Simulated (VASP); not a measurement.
The system is Eu.

```
CELL_PARAMETERS angstrom
-2.27187 2.27187 2.27187
2.27187 -2.27187 2.27187
2.27187 2.27187 -2.27187
ATOMIC_POSITIONS crystal
Eu 0.00000 0.00000 0.00000
```

Base run:

```yaml
Program: VASP 6.6.1
Functional: r2SCAN
Potentials_or_basis: VASP PAW PBE potentials, release 64 (Eu)
Cutoff: 520 eV
k_mesh: 8 × 8 × 8
Occupations: fermi-dirac, width 0.05 eV
Spin: collinear spin, ferromagnetic start
Starting_moments: "[7.0] μB"
```

Its results: pressure -1.1 GPa; net moment 7.76 μB per cell; site moments Eu +6.70 μB.

The run is repeated on the same cell with these changes: functional from r2SCAN to LDA. What comes out?

Pressure -3.7 GPa; net moment 7.22 μB per cell; site moments Eu +6.69 μB.

Caveats: the PAW data sets were made with another functional, which shifts forces and pressure a little; the cell stands under tension (at least some runs).
